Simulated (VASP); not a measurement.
# HfN (rocksalt type) (Fm-3m) in VASP: single point with PBE

Aim: the single point of HfN (rocksalt type) with PBE.

Program: VASP 6.6.1. These are calculated values, not measurements. Logs are shortened: lines on timing, memory, paths and dates and some standing lists are left out, and cuts for length are marked.

## (1) The cell of the first run

Symmetry: Fm-3m, No. 225, cubic system. The conventional cell has a = 4.548 Å, b = 4.548 Å, c = 4.548 Å, α = 90.00°, β = 90.00°, γ = 90.00°. Within 3.0 Å of Hf (site symmetry m-3m) lie 6 N at 2.27 Å. N (site symmetry m-3m) has 6 Hf at 2.27 Å within 3.0 Å.

## (2) Single point, PBE

The input, INCAR:

```
PREC     = Accurate       # precision mode
ENCUT    = 520            # plane-wave cutoff, eV
EDIFF    = 1E-7           # SCF threshold, eV
ISMEAR   = -1             # smearing method
SIGMA    = 0.08           # smearing width, eV
LREAL    = False          # projectors in reciprocal space
LASPH    = True           # aspherical terms in the spheres
NELM     = 80             # most SCF steps
ALGO     = Normal         # electronic algorithm
ISIF     = 2              # what is computed and relaxed
LWAVE    = False          # write WAVECAR
LCHARG   = True           # write CHGCAR
GGA      = PE             # functional
LELF     = True           # ELF
LVHAR    = True         
NBANDS   = 23             # bands
```

The input, KPOINTS:

```
Automatic mesh
0
Gamma
  11 11 8
```

The input, POSCAR:

```
HfN
1.0
    2.2740417054      2.2740417054      0.0000000000
   -2.2740417054      2.2740417054      0.0000000000
    0.0000000000      0.0000000000      4.5480834108
Hf N
2 2
Direct
    0.0000000000      0.0000000000      0.0000000000
    0.5000000000      0.5000000000      0.5000000000
    0.5000000000      0.5000000000      0.0000000000
    0.0000000000      0.0000000000      0.5000000000
```

Potentials or basis: VASP PAW PBE potentials, release 64 (Hf_pv, N).

Command:

```bash
> cat potpaw_PBE.64/Hf_pv/POTCAR potpaw_PBE.64/N/POTCAR > POTCAR
> mpirun -np 1 vasp_std > vasp.out
```

OUTCAR:

```text
PREC = Accurate
   ENCUT = 520
   EDIFF = 1E-7
   ISMEAR = -1
   LREAL = False
   LASPH = True
   NELM = 80
   ISIF = 2
   GGA = PE

 ion  position               nearest neighbor table
   1  0.000  0.000  0.000-   3 2.27   4 2.27   4 2.27   3 2.27   3 2.27   3 2.27   2 3.22   2 3.22
                             2 3.22   2 3.22   2 3.22   2 3.22   2 3.22   2 3.22
   2  0.500  0.500  0.500-   3 2.27   4 2.27   3 2.27   4 2.27   4 2.27   4 2.27   1 3.22   1 3.22
                             1 3.22   1 3.22   1 3.22   1 3.22   1 3.22   1 3.22
   3  0.500  0.500  0.000-   1 2.27   2 2.27   2 2.27   1 2.27   1 2.27   1 2.27
   4  0.000  0.000  0.500-   1 2.27   2 2.27   1 2.27   2 2.27   2 2.27   2 2.27

  LATTYP: Found a simple tetragonal cell.
 ALAT       =     3.2159806212
 C/A-ratio  =     1.4142135624

  Lattice vectors:

 A1 = (   2.2740417054,   2.2740417054,   0.0000000000)
 A2 = (  -2.2740417054,   2.2740417054,   0.0000000000)
 A3 = (   0.0000000000,   0.0000000000,   4.5480834108)

Analysis of symmetry for initial positions (statically):
=====================================================================
 Subroutine PRICEL returns following result:

  LATTYP: Found a face centered cubic cell.
 ALAT       =     4.5480834108

  Lattice vectors:

 A1 = (   0.0000000000,  -2.2740417054,  -2.2740417054)
 A2 = (   2.2740417054,   0.0000000000,  -2.2740417054)
 A3 = (   2.2740417054,  -2.2740417054,   0.0000000000)

   2 primitive cells build up your supercell.

 Routine SETGRP: Setting up the symmetry group for a
 simple tetragonal supercell.

 Subroutine GETGRP returns: Found 16 space group operations
 (whereof 16 operations were pure point group operations)
 out of a pool of 16 trial point group operations.

The static configuration has the point symmetry D_4h.

Analysis of symmetry for dynamics (positions and initial velocities):
=====================================================================
 Subroutine PRICEL returns following result:

  LATTYP: Found a face centered cubic cell.
 ALAT       =     4.5480834108

  Lattice vectors:

 A1 = (   0.0000000000,  -2.2740417054,  -2.2740417054)
 A2 = (   2.2740417054,   0.0000000000,  -2.2740417054)
 A3 = (   2.2740417054,  -2.2740417054,   0.0000000000)

   2 primitive cells build up your supercell.

 Routine SETGRP: Setting up the symmetry group for a
 simple tetragonal supercell.

 Subroutine GETGRP returns: Found 16 space group operations
 (whereof 16 operations were pure point group operations)
 out of a pool of 16 trial point group operations.

The dynamic configuration has the point symmetry D_4h.

 Subroutine INISYM returns: Found 16 space group operations
 (whereof 16 operations are pure point group operations),
 and found     2 'primitive' translations

----------------------------------------------------------------------------------------

                                     Primitive cell

  volume of cell :      23.5193

  direct lattice vectors                    reciprocal lattice vectors
     0.000000000 -2.274041705 -2.274041705    -0.219872836 -0.219872836 -0.219872836
     2.274041705  0.000000000 -2.274041705     0.219872836  0.219872836 -0.219872836
     2.274041705 -2.274041705  0.000000000     0.219872836 -0.219872836  0.219872836

  length of vectors
     3.215980621  3.215980621  3.215980621     0.380830924  0.380830924  0.380830924

  position of ions in fractional coordinates (direct lattice)
     0.000000000  0.000000000  0.000000000
     0.500000000  0.500000000  0.500000000

  ion indices of the primitive-cell ions
   primitive index   ion index
                 1           1
                 2           4

----------------------------------------------------------------------------------------

 KPOINTS: Automatic mesh

Automatic generation of k-mesh.
 Grid dimensions read from file:
 generate k-points for:   11   11    8

 Generating k-lattice:

  Cartesian coordinates                     Fractional coordinates (reciprocal lattice)
     0.019988440  0.019988440  0.000000000     0.090909091  0.000000000  0.000000000
    -0.019988440  0.019988440  0.000000000     0.000000000  0.090909091  0.000000000
     0.000000000  0.000000000  0.027484105     0.000000000  0.000000000  0.125000000

  Length of vectors
     0.028267922  0.028267922  0.027484105

  Shift w.r.t. Gamma in fractional coordinates (k-lattice)
     0.000000000  0.000000000  0.000000000

 Subroutine IBZKPT returns following result:
 ===========================================

 Found    105 irreducible k-points:

 Following reciprocal coordinates:
            Coordinates               Weight
  0.000000  0.000000  0.000000      1.000000
  0.090909  0.000000  0.000000      4.000000
  0.181818  0.000000  0.000000      4.000000
  0.272727  0.000000  0.000000      4.000000
  0.363636  0.000000  0.000000      4.000000
  0.454545  0.000000  0.000000      4.000000
[... 16 lines left out ...]
  0.090909  0.000000  0.125000      8.000000
  0.181818  0.000000  0.125000      8.000000
 [... further k-points ...]
   k-points           NKPTS =    105   k-points in BZ     NKDIM =    105   number of bands    NBANDS=     23
   number of dos      NEDOS =    301   number of ions     NIONS =      4
   total plane-waves  NPLWV =  20736
   dimension x,y,z NGX =    24 NGY =   24 NGZ =   36
   dimension x,y,z NGXF=    48 NGYF=   48 NGZF=   72
   ions per type =               2   2
   NGX,Y,Z   is equivalent  to a cutoff of  12.41, 12.41, 13.16 a.u.
   NGXF,Y,Z  is equivalent  to a cutoff of  24.81, 24.81, 26.32 a.u.
 SYSTEM =  unknown system
   PREC   = accura    normal or accurate (medium, high low for compatibility)
   ISTART =      0    job   : 0-new  1-cont  2-samecut
   ICHARG =      2    charge: 1-file 2-atom 10-const
   ISPIN  =      1    spin polarized calculation?
   LNONCOLLINEAR =      F non collinear calculations
   LSORBIT =      F    spin-orbit coupling
   LASPH  =      T    aspherical Exc in radial PAW
   ENCUT  =  520.0 eV  38.22 Ry    6.18 a.u.   5.98  5.98  8.46*2*pi/ulx,y,z
   NELM   =     80;   NELMIN=  2; NELMDL= -5     # of ELM steps
   EDIFF  = 0.1E-06   stopping-criterion for ELM
   LREAL  =      F    real-space projection
   EDIFFG = 0.1E-05   stopping-criterion for IOM
   NSW    =      0    number of steps for IOM
   IBRION =     -1    ionic relax: 0-MD 1-quasi-New 2-CG
   NFREE  =      0    steps in history (QN), initial steepest desc. (CG)
   ISIF   =      2    stress and relaxation
   ISYM   =      2    0-nonsym 1-usesym 2-fastsym
   POTIM  = 0.5000    time-step for ionic-motion
   TEBEG  =    0.0;   TEEND  =   0.0 temperature during run
   PSTRESS=    0.0 pullay stress
   NELECT =      30.0000    total number of electrons
   NUPDOWN=      -1.0000    fix difference up-down
   EMIN   =  10.00;   EMAX   =-10.00  energy-range for DOS
   EFERMI =   0.00;   METHOD = LEGACY
   ISMEAR =    -1;   SIGMA  =   0.08  broadening in eV -4-tet -1-fermi 0-gaus
   EFERMI_NEDOS =   21; number of points for ismear=-14 and -15
   IALGO  =     38    algorithm
   IMIX   =      4    mixing-type and parameters
     AMIX     =   0.40;   BMIX     =  1.00
     AMIX_MAG =   1.60;   BMIX_MAG =  1.00
  volume/ion in A,a.u.               =      11.76        79.36
  Fermi-wavevector in a.u.,A,eV,Ry     =   1.409170  2.662946 27.017919  1.985761
  Thomas-Fermi vector in A             =   2.531254
   LORBIT       =      0    0 simple, 1 ext, 2 COOP (PROOUT), +10 PAW based schemes
   GGA     = PE    functional components
   LHFCALC =     F    Hartree Fock is set to
   AEXX    =    0.0000 exact exchange contribution
   IVDW    =     0    specifies the selected vdW correction
   LEPSILON=     F    determine dielectric tensor
   LRPA    =     F    only Hartree local field effects (RPA)
 non-spin polarized calculation
  energy-cutoff  :      520.00
  volume of cell :       47.04
 maximum number of plane-waves:      1284
 NGX is ok and might be reduce to    24
   NGX = 11   NGY = 11   NGZ = 17

 number of electron      29.9999999 magnetization

 Free energy of the ion-electron system (eV)
  ---------------------------------------------------
  ext. energy  EPLUGINS =         0.00000000
  ---------------------------------------------------
  free energy    TOTEN  =       -43.51887458 eV

  energy without entropy =      -43.49078468  energy(sigma->0) =      -43.50482963

 E-fermi :   8.1989     XC(G=0): -12.6280

 val. band max:        8.1937374521   @ k =   0.1818   0.0000   0.0000
 cond. band min:       8.2156766600   @ k =   0.0909   0.0000   0.0000
 fundamental gap:      0.0219392080
 Fermi energy:         8.1989053762

 k-point     1 :       0.0000    0.0000    0.0000
  band No.  band energies     occupation
      1     -23.7623      2.00000
      2     -23.3097      2.00000
      3     -23.3097      2.00000
      4     -23.0264      2.00000
      5     -23.0231      2.00000
      6     -23.0231      2.00000
[... 15 lines left out ...]
     22      12.2013      0.00000
     23      13.5675      0.00000

 k-point     2 :       0.0909    0.0000    0.0000
  band No.  band energies     occupation
      1     -23.7448      2.00000
      2     -23.3436      2.00000
      3     -23.2992      2.00000
      4     -23.0712      2.00000
      5     -23.0383      2.00000
      6     -23.0240      2.00000
[... 15 lines left out ...]
     22      12.6143      0.00000
     23      13.4587      0.00000

 k-point     3 :       0.1818    0.0000    0.0000
  band No.  band energies     occupation
      1     -23.6940      2.00000
      2     -23.4321      2.00000
      3     -23.2698      2.00000
      4     -23.1989      2.00000
      5     -23.0736      2.00000
      6     -23.0279      2.00000
[... 15 lines left out ...]
     22      12.5736      0.00000
     23      13.0087      0.00000
[... 495 lines left out ...]
 k-point    23 :       0.0909    0.0000    0.1250
  band No.  band energies     occupation
      1     -23.7281      2.00000
      2     -23.3289      2.00000
      3     -23.2889      2.00000
      4     -23.1221      2.00000
      5     -23.0346      2.00000
      6     -23.0316      2.00000
[... 15 lines left out ...]
     22      12.5181      0.00000
     23      13.1544      0.00000

 k-point    24 :       0.1818    0.0000    0.1250
  band No.  band energies     occupation
      1     -23.6979      2.00000
      2     -23.4004      2.00000
      3     -23.2606      2.00000
      4     -23.2546      2.00000
      5     -23.0557      2.00000
      6     -23.0371      2.00000
[... 15 lines left out ...]
     22      12.5561      0.00000
     23      12.9853      0.00000

 [... further k-points ...]

------------------------ aborting loop because EDIFF is reached ----------------------------------------

  FORCE on cell =-STRESS in cart. coord.  units (eV):
  Direction    XX          YY          ZZ          XY          YZ          ZX
  --------------------------------------------------------------------------------------
  -------------------------------------------------------------------------------------
  Total       -0.6515144     -0.6515144     -0.7323509      0.0000000      0.0000000     -0.0000000
  in kB      -22.1911246    -22.1911246    -24.9444841      0.0000000      0.0000000     -0.0000000
  external PRESSURE =     -23.1089111 kB  Pullay stress =       0.0000000 kB

 VOLUME and BASIS-vectors are now :
 -----------------------------------------------------------------------------
  energy-cutoff  :      520.00
  volume of cell :       47.04
      direct lattice vectors                 reciprocal lattice vectors
     2.274041705  2.274041705  0.000000000     0.219872836  0.219872836  0.000000000
    -2.274041705  2.274041705  0.000000000    -0.219872836  0.219872836  0.000000000
     0.000000000  0.000000000  4.548083411     0.000000000  0.000000000  0.219872836

 POSITION                                       TOTAL-FORCE (eV/Angst)
 -----------------------------------------------------------------------------------
      0.00000      0.00000      0.00000        -0.000000      0.000000      0.000000
      0.00000      2.27404      2.27404        -0.000000      0.000000      0.000000
      0.00000      2.27404      0.00000         0.000000      0.000000     -0.000000
      0.00000      0.00000      2.27404         0.000000     -0.000000      0.000000
 -----------------------------------------------------------------------------------
    total drift:                                0.000000     -0.000000     -0.000000

  FREE ENERGIE OF THE ION-ELECTRON SYSTEM (eV)
  ---------------------------------------------------
  free  energy   TOTEN  =       -43.5188745826 eV

  energy  without entropy=      -43.4907846802  energy(sigma->0) =      -43.50482963
```

It took 32 s on 1 thread of Intel Xeon 6975P-C (Granite Rapids), shared host; peak memory 0.22 GiB.

Results:

```
Free energy            : -43.5189 eV
Pressure               : -2.3 GPa
Band gap on the k mesh : zero (band 15 reaches 11.17 eV, above the bottom of band 16 at 5.17 eV)
```

Caveat: spin-orbit coupling is left out, which moves the levels of the heavy elements.
